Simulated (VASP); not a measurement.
# Al2Cu (P4/mmm) in VASP: a series of runs, part 2 of 2

VASP 6.6.1.

## (3) Single point, LDA

This run uses another cell than the first one, of 15.94 Å³/atom, 1.007 times its volume.

INCAR reads:

```
SYSTEM = Al2Cu
ALGO = Fast
EDIFF = 1E-6
ENCUT = 520
ISIF = 2
ISMEAR = 0
LASPH = .TRUE.
LCHARG = .FALSE.
LREAL = .FALSE.
LWAVE = .FALSE.
NBANDS = 16
NELM = 100
PREC = Accurate
SIGMA = 0.15
```

KPOINTS reads:

```
k-points
0
G
  10 10 14
  0 0 0
```

POSCAR reads:

```
Al2Cu
1.0
    4.2309000000      0.0000000000      0.0000000000
    0.0000000000      4.2309000000      0.0000000000
    0.0000000000      0.0000000000      2.6709000000
Al Cu
2 1
Direct
    0.5000000000      0.0000000000      0.5000000000
    0.0000000000      0.5000000000      0.5000000000
    0.0000000000      0.0000000000      0.0000000000
```

Potentials or basis: VASP PAW LDA potentials, release 64 (Al, Cu).

On the command line:

```bash
cat potpaw_LDA.64/Al/POTCAR potpaw_LDA.64/Cu/POTCAR > POTCAR
mpirun -np 1 vasp_std > vasp.out
```

OUTCAR:

```text
SYSTEM = Al2Cu
   EDIFF = 1E-6
   ENCUT = 520
   ISIF = 2
   ISMEAR = 0
   LASPH = .TRUE.
   LREAL = .FALSE.
   NELM = 100
   PREC = Accurate

 ion  position               nearest neighbor table
   1  0.500  0.000  0.500-   3 2.50   3 2.50   3 2.50   3 2.50   2 2.99   2 2.99   2 2.99   2 2.99

   2  0.000  0.500  0.500-   3 2.50   3 2.50   3 2.50   3 2.50   1 2.99   1 2.99   1 2.99   1 2.99

   3  0.000  0.000  0.000-   1 2.50   2 2.50   1 2.50   2 2.50   2 2.50   2 2.50   1 2.50   1 2.50

  LATTYP: Found a simple tetragonal cell.
 ALAT       =     4.2309000000
 C/A-ratio  =     0.6312841239

  Lattice vectors:

 A1 = (   4.2309000000,   0.0000000000,   0.0000000000)
 A2 = (   0.0000000000,   4.2309000000,   0.0000000000)
 A3 = (   0.0000000000,   0.0000000000,   2.6709000000)

Analysis of symmetry for initial positions (statically):
=====================================================================
 Subroutine PRICEL returns:
 Original cell was already a primitive cell.

 Routine SETGRP: Setting up the symmetry group for a
 simple tetragonal supercell.

 Subroutine GETGRP returns: Found 16 space group operations
 (whereof 16 operations were pure point group operations)
 out of a pool of 16 trial point group operations.

The static configuration has the point symmetry D_4h.

Analysis of symmetry for dynamics (positions and initial velocities):
=====================================================================
 Subroutine PRICEL returns:
 Original cell was already a primitive cell.

 Routine SETGRP: Setting up the symmetry group for a
 simple tetragonal supercell.

 Subroutine GETGRP returns: Found 16 space group operations
 (whereof 16 operations were pure point group operations)
 out of a pool of 16 trial point group operations.

The dynamic configuration has the point symmetry D_4h.

[... 117 lines left out ...]
   IALGO  =     68    algorithm
   IMIX   =      4    mixing-type and parameters
     AMIX     =   0.40;   BMIX     =  1.00
     AMIX_MAG =   1.60;   BMIX_MAG =  1.00
  volume/ion in A,a.u.               =      15.94       107.55
  Fermi-wavevector in a.u.,A,eV,Ry     =   1.159801  2.191706 18.301714  1.345138
  Thomas-Fermi vector in A             =   2.296390
   LORBIT       =      0    0 simple, 1 ext, 2 COOP (PROOUT), +10 PAW based schemes
   GGA     = CA    functional components
   LHFCALC =     F    Hartree Fock is set to
   AEXX    =    0.0000 exact exchange contribution
   IVDW    =     0    specifies the selected vdW correction
   LEPSILON=     F    determine dielectric tensor
   LRPA    =     F    only Hartree local field effects (RPA)
 non-spin polarized calculation
 RMM-DIIS sequential band-by-band and
 Gauss-broadening in eV      SIGMA  =   0.15
  energy-cutoff  :      520.00
  volume of cell :       47.81
 maximum number of plane-waves:      1306
 NGX is ok and might be reduce to    32
   NGX = 15   NGY = 15   NGZ =  9

 number of electron      17.0000028 magnetization

 Free energy of the ion-electron system (eV)
  ---------------------------------------------------
  ext. energy  EPLUGINS =         0.00000000
  ---------------------------------------------------
  free energy    TOTEN  =       -13.14807993 eV

  energy without entropy =      -13.13746101  energy(sigma->0) =      -13.14277047

 E-fermi :   7.1735     XC(G=0): -10.6479

 val. band max:        7.1617743451   @ k =   0.3000   0.0000   0.2857
 cond. band min:       7.1830072268   @ k =   0.2000   0.0000   0.1429
 fundamental gap:      0.0212328818
 Fermi energy:         7.1734950668

 k-point     1 :       0.0000    0.0000    0.0000
  band No.  band energies     occupation
      1      -3.5328      2.00000
      2       1.2894      2.00000
      3       1.9438      2.00000
      4       2.6862      2.00000
      5       3.1358      2.00000
      6       3.1358      2.00000
[... 433 lines left out ...]
      3       1.9278      2.00000
      4       2.6109      2.00000
      5       2.8376      2.00000
      6       3.0113      2.00000
[... 8 lines left out ...]
     15      17.4187      0.00000
     16      18.8445      0.00000

 [... further k-points ...]

------------------------ aborting loop because EDIFF is reached ----------------------------------------

  FORCE on cell =-STRESS in cart. coord.  units (eV):
  Direction    XX          YY          ZZ          XY          YZ          ZX
  --------------------------------------------------------------------------------------
  -------------------------------------------------------------------------------------
  Total       -1.4151245     -1.4151245      1.0412408      0.0000000      0.0000000      0.0000000
  in kB      -47.4222421    -47.4222421     34.8930250      0.0000000      0.0000000      0.0000000
  external PRESSURE =     -19.9838197 kB  Pullay stress =       0.0000000 kB

 VOLUME and BASIS-vectors are now :
 -----------------------------------------------------------------------------
  energy-cutoff  :      520.00
  volume of cell :       47.81
      direct lattice vectors                 reciprocal lattice vectors
     4.230900000  0.000000000  0.000000000     0.236356331  0.000000000  0.000000000
     0.000000000  4.230900000  0.000000000     0.000000000  0.236356331  0.000000000
     0.000000000  0.000000000  2.670900000     0.000000000  0.000000000  0.374405631

 POSITION                                       TOTAL-FORCE (eV/Angst)
 -----------------------------------------------------------------------------------
      2.11545      0.00000      1.33545         0.000000      0.000000      0.000000
      0.00000      2.11545      1.33545         0.000000      0.000000      0.000000
      0.00000      0.00000      0.00000         0.000000      0.000000      0.000000
 -----------------------------------------------------------------------------------
    total drift:                               -0.000000     -0.000000      0.000000

  FREE ENERGIE OF THE ION-ELECTRON SYSTEM (eV)
  ---------------------------------------------------
  free  energy   TOTEN  =       -13.1480799251 eV

  energy  without entropy=      -13.1374610089  energy(sigma->0) =      -13.14277047
```

stdout:

```text
POSCAR found type information on POSCAR AlCu
 POSCAR found :  2 types and       3 ions
 scaLAPACK will be used
 LDA part: xc-table for (Slater(with rela. corr.)+CA(PZ))
 , standard interpolation
 POSCAR, INCAR and KPOINTS ok, starting setup
 FFT: planning ... GRIDC
 FFT: planning ... GRID_SOFT
 FFT: planning ... GRID
 WAVECAR not read
 entering main loop
```

Wall time 65 s (1 thread of Intel Xeon Platinum 8259CL at 2.50GHz (Skylake/Cascade Lake), shared host); peak memory 0.23 GiB.

Results:

- Free energy: -13.1481 eV
- Pressure: -2.0 GPa

## (4) Single point, LDA

This run uses another cell than the first one, of 16.09 Å³/atom, 1.017 times its volume.

INCAR reads:

```
SYSTEM = Al2Cu
PREC     = Accurate       ! precision mode
ENCUT    = 520            ! plane-wave cutoff, eV
EDIFF    = 1E-6           ! SCF threshold, eV
ISMEAR   = 0              ! smearing method
SIGMA    = 0.15           ! smearing width, eV
LREAL    = .False.        ! projectors in reciprocal space
LASPH    = .True.         ! aspherical terms in the spheres
NELM     = 80             ! most SCF steps
ALGO     = Fast           ! electronic algorithm
ISIF     = 2              ! what is computed and relaxed
LWAVE    = .False.        ! write WAVECAR
LCHARG   = .True.         ! write CHGCAR
LELF     = .True.         ! ELF
LVHAR    = .True.       
NBANDS   = 16             ! bands
```

KPOINTS reads:

```
regular mesh
0
Gamma
  10 10 14
  0 0 0
```

POSCAR reads:

```
Al2Cu
1.0
    4.1366000000      0.0000000000      0.0000000000
    0.0000000000      4.1366000000      0.0000000000
    0.0000000000      0.0000000000      2.8213781230
Al Cu
2 1
Direct
    0.5000000000      0.0000000000      0.5000000000
    0.0000000000      0.5000000000      0.5000000000
    0.0000000000      0.0000000000      0.0000000000
```

On the command line:

```bash
cat potpaw_LDA.64/Al/POTCAR potpaw_LDA.64/Cu/POTCAR > POTCAR
mpirun -np 1 vasp_std > vasp.out
```

Run time: 96 s. Hardware: 1 thread of Intel Xeon Platinum 8259CL at 2.50GHz (Skylake/Cascade Lake), shared host; peak memory 0.24 GiB.

Results (log left out):

```yaml
Free_energy: -13.2036 eV
Pressure: -4.1 GPa
```

Stress tensor (GPa, compression positive):
```
-4.52  0.00  0.00
 0.00 -4.52  0.00
 0.00  0.00 -3.16
```

Levels at points of the mesh, in eV from the Fermi level:
```tsv
k point	band 7	band 8	band 9	band 10	band 11	band 12
(0.00, 0.00, 0.00)	-2.53	-2.53	-0.39	0.75	5.77	5.77
(0.50, 0.00, 0.00)	-4.12	-1.27	1.41	1.53	1.59	8.01
(0.50, 0.50, 0.00)	-4.14	-4.14	-2.48	8.47	8.47	9.40
(0.00, 0.00, 0.50)	-2.97	2.27	2.62	2.62	2.70	2.70
(0.50, 0.00, 0.50)	-3.05	-2.41	-1.61	3.71	3.89	4.44
(0.50, 0.50, 0.50)	-2.32	-2.32	-0.77	-0.69	-0.02	-0.02
```

## (5) Single point, LDA

This run uses another cell than the first one, of 16.19 Å³/atom, 1.022 times its volume.

INCAR reads:

```
SYSTEM = Al2Cu
ALGO = Normal
EDIFF = 1E-6
ENCUT = 520
ISIF = 2
ISMEAR = 0
LASPH = .TRUE.
LCHARG = .FALSE.
LREAL = .FALSE.
LWAVE = .FALSE.
NBANDS = 16
NELM = 60
PREC = Accurate
SIGMA = 0.15
```

KPOINTS reads:

```
k-points
0
G
  10 10 14
  0 0 0
```

POSCAR reads:

```
Al2Cu
1.0
    4.3252000000      0.0000000000      0.0000000000
    0.0000000000      4.3252000000      0.0000000000
    0.0000000000      0.0000000000      2.5957000000
Al Cu
2 1
Direct
    0.5000000000      0.0000000000      0.5000000000
    0.0000000000      0.5000000000      0.5000000000
    0.0000000000      0.0000000000      0.0000000000
```

On the command line:

```bash
cat potpaw_LDA.64/Al/POTCAR potpaw_LDA.64/Cu/POTCAR > POTCAR
mpirun -np 1 vasp_std > vasp.out
```

It took 69 s on 1 thread of Intel Xeon Platinum 8259CL at 2.50GHz (Skylake/Cascade Lake), shared host; peak memory 0.24 GiB.

It converged, with:

| Quantity | Value |
| --- | --- |
| Free energy | -13.0353 eV |
| Pressure | -1.9 GPa |

Stress tensor (GPa, compression positive):
```
-5.83  0.00  0.00
 0.00 -5.83  0.00
 0.00  0.00  6.04
```

Levels at points of the mesh, in eV from the Fermi level:
```tsv
k point	band 6	band 7	band 8	band 9	band 10	band 11	band 12	band 13
(0.00, 0.00, 0.00)	-3.91	-3.09	-3.09	-1.33	0.20	4.37	4.37	6.15
(0.50, 0.00, 0.00)	-3.91	-3.90	-2.00	0.44	0.72	0.82	6.80	8.17
(0.50, 0.50, 0.00)	-4.68	-3.91	-3.91	-2.59	7.47	7.47	7.66	7.69
(0.00, 0.00, 0.50)	-4.16	-2.48	1.41	2.65	2.65	3.15	3.15	3.60
(0.50, 0.00, 0.50)	-4.05	-2.93	-1.86	-0.90	3.67	4.17	4.81	4.82
(0.50, 0.50, 0.50)	-2.77	-2.40	-2.40	0.04	0.30	0.51	0.51	2.64
```

## (6) Single point, LDA

This run uses another cell than the first one, of 16.19 Å³/atom, 1.023 times its volume.

INCAR reads:

```
PREC = Accurate ; ENCUT = 520
EDIFF = 1E-6 ; ISMEAR = 0
SIGMA = 0.15 ; LREAL = False
LASPH = True ; NELM = 80
ALGO = Fast ; ISIF = 2
LWAVE = False ; LCHARG = True
GGA = CA ; LELF = True
LVHAR = True ; NBANDS = 16
```

KPOINTS reads:

```
regular mesh
0
Gamma
  10 10 14
```

POSCAR reads:

```
Al2Cu
1.0
    4.0422638858      0.0000000000      0.0000000000
    0.0000000000      4.0422638858      0.0000000000
    0.0000000000      0.0000000000      2.9719000000
Al Cu
2 1
Direct
    0.5000000000      0.0000000000      0.5000000000
    0.0000000000      0.5000000000      0.5000000000
    0.0000000000      0.0000000000      0.0000000000
```

Potentials or basis: VASP PAW LDA potentials, release 64 (Al, Cu).

On the command line:

```bash
cat potpaw_LDA.64/Al/POTCAR potpaw_LDA.64/Cu/POTCAR > POTCAR
mpirun -np 1 vasp_std > vasp.out
```

It took 1.8 min on 1 thread of Intel Xeon Platinum 8259CL at 2.50GHz (Skylake/Cascade Lake), shared host; peak memory 0.23 GiB.

The run converged. Its results:

* Free energy: -13.1717 eV
* Pressure: -4.5 GPa

Stress tensor (GPa, compression positive):
```
-2.85  0.00  0.00
 0.00 -2.85  0.00
 0.00  0.00 -7.80
```

Levels at points of the mesh, in eV from the Fermi level:
| k point | band 6 | band 7 | band 8 | band 9 | band 10 | band 11 | band 12 | band 13 |
| --- | --- | --- | --- | --- | --- | --- | --- | --- |
| (0.00, 0.00, 0.00) | -4.06 | -2.05 | -2.05 | 0.31 | 1.17 | 5.05 | 6.71 | 6.71 |
| (0.50, 0.00, 0.00) | -4.10 | -4.05 | -0.67 | 1.87 | 2.12 | 2.37 | 6.49 | 8.44 |
| (0.50, 0.50, 0.00) | -4.09 | -4.09 | -4.04 | -2.30 | 8.49 | 8.69 | 8.69 | 9.40 |
| (0.00, 0.00, 0.50) | -3.99 | -3.11 | 2.47 | 2.47 | 2.94 | 2.96 | 2.96 | 3.14 |
| (0.50, 0.00, 0.50) | -4.02 | -2.92 | -2.60 | -1.82 | 3.64 | 4.23 | 4.36 | 5.00 |
| (0.50, 0.50, 0.50) | -3.52 | -2.06 | -2.06 | -1.07 | -1.01 | -0.18 | -0.18 | 2.56 |

## (7) Overview

| cell | gap on the mesh (eV) | pressure (GPa) |
| --- | --- | --- |
| a = 3.948, b = 3.948, c = 3.047 Å, 3 atoms | none | -2.0 |
| a = 4.231, b = 4.231, c = 2.671 Å, 3 atoms | none | -2.0 |
| a = 4.137, b = 4.137, c = 2.821 Å, 3 atoms | none | -4.1 |
| a = 4.325, b = 4.325, c = 2.596 Å, 3 atoms | none | -1.9 |
| a = 4.042, b = 4.042, c = 2.972 Å, 3 atoms | none | -4.5 |

Alike in all rows: task single point; level LDA; potentials or basis VASP PAW LDA potentials, release 64 (Al, Cu); no spin polarisation; k mesh 10 × 10 × 14; cutoff (eV) 520; smearing gaussian 0.15 eV.

Total energies depend on the potentials used, so only differences within one code and one set of settings carry meaning.
